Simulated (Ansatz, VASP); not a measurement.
## ZnO in VASP and in Ansatz

Contents of POSCAR:

```
ZnO
1.0
    3.2353522091      0.0000000000      0.0000000000
   -1.6176761045      2.8018972033      0.0000000000
    0.0000000000      0.0000000000      5.2109131157
Zn O
2 2
Direct
    0.3333333333      0.6666666667      0.4996551080
    0.6666666667      0.3333333333     -0.0003448920
    0.6666666667      0.3333333333      0.3793548920
    0.3333333333      0.6666666667      0.8793548920
```

INCAR.step1

```
  PREC = Accurate
  ENCUT = 520
  ISMEAR = 0
  SIGMA = 0.01
  LREAL = False
  LASPH = True
  NELM = 60
  NBANDS = 26
  GGA = PE
  ALGO = Normal
  EDIFF = 1E-4
  LWAVE = True
  LCHARG = False
```

The input INCAR.step2:

```
  PREC = Accurate
  ENCUT = 520
  EDIFF = 1E-6
  ISMEAR = 0
  SIGMA = 0.01
  LREAL = False
  LASPH = True
  NELM = 60
  ALGO = Normal
  ISIF = 2
  LWAVE = False
  LCHARG = False
  METAGGA = R2SCAN
  LMIXTAU = True
  NBANDS = 26
  ISTART = 1
```

KPOINTS

```
regular mesh
0
Gamma
  12 12 6
```

Input for Ansatz:

```yaml
crystal:
  lattice:
    - [3.2353522091, 0.0, 0.0]
    - [-1.6176761045, 2.8018972033, 0.0]
    - [0.0, 0.0, 5.2109131157]
  atoms:
    - { symbol: Zn, position: [0.3333333333, 0.6666666667, 0.499655108] }
    - { symbol: Zn, position: [0.6666666667, 0.3333333333, -0.000344892] }
    - { symbol: O, position: [0.6666666667, 0.3333333333, 0.379354892] }
    - { symbol: O, position: [0.3333333333, 0.6666666667, 0.879354892] }
kpoints:
  mp_grid: { grid: [12, 12, 6] }
  band_path:
    path:
      - [0.0, 0.0, 0.0]
      - [0.5, 0.0, 0.0]
      - [0.3333333333, 0.3333333333, 0.0]
      - [0.0, 0.0, 0.5]
      - [0.5, 0.0, 0.5]
      - [0.3333333333, 0.3333333333, 0.5]
    npoints: 1
hamiltonian:
  xc: r2scan
scf:
  occupations: { method: fixed }
  n_extra_bands: 5
output:
  forces: true
  stress: true
  eigenvalues: true
  write_density: true
  write_potential: true
  elf: true
  volumetric_format: npy
```

Alike in both runs: task single point; functional r2SCAN; k mesh 12 × 12 × 6; no spin polarisation.

```csv
,VASP,Ansatz
version,VASP 6.6.1,Ansatz 0.2.0
potentials or method,"VASP PAW PBE potentials, release 64 (Zn, O)","plane waves, PAW"
plane-wave cutoff (eV),520,500
occupations,"gaussian, width 0.01 eV",fixed
valence electrons in the cell,36,36
```

|  | VASP | Ansatz | Ansatz less VASP |
| --- | --- | --- | --- |
| gap on the k mesh at the Fermi level (eV) | 1.23 | 1.24 | +0.003 |
| pressure (GPa) | 1.0 | 0.0 | -1.03 |
| traceless stress, the component that is largest in VASP (GPa) | 0.08 | 0.00 | -0.078 |
| rms of the force components (eV/Å) | 0.005 | 0.001 | -0.0042 |

VASP's potentials were made for PBE, not for r2SCAN. Atom by atom the forces differ by 0.006 eV/Å (rms over components).
